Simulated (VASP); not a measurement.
A run of VASP 6.6.1:

Contents of INCAR:

```
PREC = Accurate
ENCUT = 520
EDIFF = 1E-6
ISMEAR = 0
SIGMA = 0.05
LREAL = F
LASPH = T
NELM = 100
ALGO = Normal
ISIF = 2
LWAVE = F
LCHARG = F
GGA = CA
NBANDS = 15
```

KPOINTS

```
regular mesh
0
Gamma
  8 8 8
```

File POSCAR:

```
BaTe
1.0
    3.9108466897      0.0000000000      0.0000000000
    0.0000000000      3.9108466897      0.0000000000
    0.0000000000      0.0000000000      4.2195977442
Ba Te
1 1
Direct
    0.0000000000      0.0000000000      0.0000000000
    0.5000000000      0.5000000000      0.5000000000
```

Potentials or basis: VASP PAW LDA potentials, release 64 (Ba_sv, Te).

The run is started by

```sh
$ cat potpaw_LDA.64/Ba_sv/POTCAR potpaw_LDA.64/Te/POTCAR > POTCAR
$ mpirun -np 1 vasp_std > vasp.out
```

Hardware: 1 thread of Intel(R) Xeon(R) Platinum 8259CL CPU @ 2.50GHz (Skylake/Cascade Lake) (shared host).

Question: How long does it take, and how much memory?

Answer: Wall time 44 s on 1 thread of Intel(R) Xeon(R) Platinum 8259CL CPU @ 2.50GHz (Skylake/Cascade Lake), with other jobs on the host, peak memory 0.2 GiB. Counts: scf iterations 12, k points 75.
